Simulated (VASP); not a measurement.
Runs of VASP 6.6.1 on LiF. The structure is that of space group Fm-3m (No. 225), or close to it. The cells are those of the table. 

| level | cell | k mesh | share of exact exchange | screening parameter | gap on the mesh (eV) |
| --- | --- | --- | --- | --- | --- |
| HSE06 | a = 2.810 Å, angles 60.0°, 2 atoms | 8 × 8 × 8 | 0.25 | 0.2079 1/Å | 11.79 |
| PBE-based global hybrid with 35 % exact exchange | a = 2.848 Å, angles 60.0°, 2 atoms | 7 × 7 × 7 | 0.35 | - | 13.39 |
| HSE06 | a = 2.867 Å, angles 60.0°, 2 atoms | 8 × 8 × 8 | 0.25 | 0.2079 1/Å | (a) |
| PBE0 | a = 2.829 Å, angles 60.0°, 2 atoms | 8 × 8 × 8 | 0.25 | - | (b) |
| PBE0 | a = 2.848 Å, angles 60.0°, 2 atoms | 8 × 8 × 8 | 0.25 | - | 12.15 |
| PBE-based global hybrid with 50 % exact exchange | a = 2.848 Å, angles 60.0°, 2 atoms | 7 × 7 × 7 | 0.5 | - | 15.26 |

Alike in all rows: task single point; potentials or basis VASP PAW PBE potentials, release 64 (F, Li_sv); no spin polarisation; cutoff (eV) 520; smearing fermi-dirac 0.05 eV.

Question: Fill in the values left out.

Answer: (a) 11.20; (b) 12.35.

A k mesh can miss the band edges.
